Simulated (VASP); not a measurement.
Set up this calculation in VASP 6.6.1, as the native input.

```
Task                   : single point
Functional             : PBE
Potentials or basis    : VASP PAW PBE potentials, release 64 (Ta_pv, N)
Cutoff                 : 520 eV
k mesh                 : 6 × 6 × 4
Occupations            : gaussian, width 0.1 eV
Spin                   : no spin polarisation
Dipole correction      : no
Further INCAR settings : ALGO = Normal; EDIFF = 1e-06; NBANDS = 15
```

The structure of TaN lies in POSCAR:

```
TaN
1.0
    3.1451373700     -0.0000000036      0.0000000000
   -1.5725686819      2.7237688626      0.0000000000
    0.0000000000      0.0000000000      4.8287683951
Ta N
1 1
Direct
    0.3333333333      0.6666666667      0.8109056217
    0.6666666667      0.3333333333      0.6468860783
```

The input as run:

INCAR

```
  PREC = Accurate
  ENCUT = 520
  EDIFF = 1E-6
  ISMEAR = 0
  SIGMA = 0.1
  LREAL = False
  LASPH = True
  NELM = 60
  ALGO = Normal
  ISIF = 2
  LWAVE = False
  LCHARG = False
  GGA = PE
  NBANDS = 15
```

KPOINTS

```
regular mesh
0
Gamma
  6 6 4
```

Potentials or basis: VASP PAW PBE potentials, release 64 (Ta_pv, N).

Run with:

```sh
$ cat potpaw_PBE.64/Ta_pv/POTCAR potpaw_PBE.64/N/POTCAR > POTCAR
$ mpirun -np 1 vasp_std > vasp.out
```

Results of the run:

* Pressure: 0.6 GPa
* Largest force: 0.096 eV/Å
* Band gap on the k mesh: 0.60 eV, direct

Caveat: spin-orbit coupling is left out, which moves the levels of the heavy elements.

It took 8.9 s on 1 thread of AMD EPYC 7R13 Processor (Zen 3) (shared host), peak memory 0.13 GiB.
